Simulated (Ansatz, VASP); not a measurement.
One calculation of TiB2, two programs

File INCAR:

```
PREC     = Accurate       # precision mode
ENCUT    = 520            # plane-wave cutoff, eV
EDIFF    = 1E-6           # SCF threshold, eV
ISMEAR   = -1             # smearing method
SIGMA    = 0.03           # smearing width, eV
LREAL    = False          # projectors in reciprocal space
LASPH    = True           # aspherical terms in the spheres
NELM     = 60             # most SCF steps
ALGO     = Normal         # electronic algorithm
ISIF     = 2              # what is computed and relaxed
LWAVE    = False          # write WAVECAR
LCHARG   = False          # write CHGCAR
GGA      = PS             # functional
NBANDS   = 16             # bands
```

File KPOINTS:

```
regular mesh
0
Gamma
  14 14 11
```

Contents of POSCAR:

```
TiB2
1.0
    3.0291982016      0.0151459910      0.0151459910
   -1.5014822878      2.6157896002      0.0055438175
    0.0161420000      0.0161420000      3.2284000000
Ti B
1 2
Direct
    0.0000000000      0.0000000000      0.0000000000
    0.3333333333      0.6666666667      0.5000000000
    0.6666666667      0.3333333333      0.5000000000
```

Input for Ansatz:

```yaml
crystal:
  lattice:
    - [3.0291982016, 0.015145991, 0.015145991]
    - [-1.5014822878, 2.6157896002, 0.0055438175]
    - [0.016142, 0.016142, 3.2284]
  atoms:
    - { symbol: Ti, position: [0.0, 0.0, 0.0] }
    - { symbol: B, position: [0.3333333333, 0.6666666667, 0.5] }
    - { symbol: B, position: [0.6666666667, 0.3333333333, 0.5] }
kpoints:
  mp_grid: { grid: [14, 14, 11] }
  band_path:
    path:
      - [0.0, 0.0, 0.0]
      - [0.0, -0.5, 0.0]
      - [0.0, 0.0, 0.5]
      - [0.0, 0.0, 0.0]
      - [-0.5, 0.0, 0.0]
      - [-0.5, 0.5, -0.5]
      - [0.0, 0.0, 0.0]
      - [-0.5, 0.0, -0.5]
      - [-0.5, 0.5, 0.0]
    npoints: 5
scf:
  occupations: { method: fermi_dirac, width: 0.03 }
hamiltonian:
  xc: pbesol
  pseudopotentials: { kind: all_electron, lapw: { basis_error: 0.001 } }
output:
  forces: true
  stress: true
  eigenvalues: true
```

Change from the starting cell: equal xy, yz and zx shear strains of +1 %.

Alike in both runs: task single point; functional PBEsol; k mesh 14 × 14 × 11; occupations fermi-dirac, width 0.03 eV; no spin polarisation.

|  | VASP | Ansatz |
| --- | --- | --- |
| version | VASP 6.6.1 | Ansatz 0.2.0 |
| potentials or method | VASP PAW PBE potentials, release 64 (Ti_sv, B), cutoff 520 eV | all-electron LAPW, scalar-relativistic |

Ansatz gave:

```
pressure (GPa)                                                : -5.1
traceless stress, the component that is largest in VASP (GPa) : -2.92
rms of the force components (eV/Å)                            : 0.015
```

**Question.** What did VASP give for the same quantities?

**Answer.** Pressure (GPa): -4.7; traceless stress, the component that is largest in VASP (GPa): -2.92; rms of the force components (eV/Å): 0.016.

VASP's potentials were made for PBE, not for PBEsol. Atom by atom the forces differ by 0.001 eV/Å (rms over components). Ansatz ran all-electron here, and VASP with PAW potentials.
